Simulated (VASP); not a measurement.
Here is a VASP 6.6.1 calculation.

The input INCAR:

```
  PREC = Accurate
  ENCUT = 520
  EDIFF = 1E-7
  ISMEAR = 0
  SIGMA = 0.15
  LREAL = F
  LASPH = T
  NELM = 100
  ALGO = Fast
  ISIF = 2
  LWAVE = F
  LCHARG = F
  GGA = CA
  NBANDS = 14
```

The input KPOINTS:

```
Automatic mesh
0
Gamma
  12 12 10
```

File POSCAR:

```
Na
1.0
    0.0000000000     -3.6205084948      0.0000000000
   -3.6205084948      0.0000000000      0.0000000000
    0.0000000000      0.0000000000     -5.0841636952
Na
2
Direct
    0.5000000000      0.6091835582      0.5199246142
    0.0000000000     -0.1091835582     -0.0199246142
```

Potentials or basis: VASP PAW LDA potentials, release 64 (Na_pv).

Launch:

```bash
$ cat potpaw_LDA.64/Na_pv/POTCAR > POTCAR
$ mpirun -np 1 vasp_std > vasp.out
```

(1) Estimate the band gap on the k mesh.

(2) What does it give for the pressure?

(3) Predict the largest force.

## Answers

(1) zero (bands 7 and 8 overlap by 4.86 eV).

(2) 0.5 GPa.

(3) 0.352 eV/Å.

Caveat: the cell differs from its parent crystal (atoms displaced along several vibrational modes).
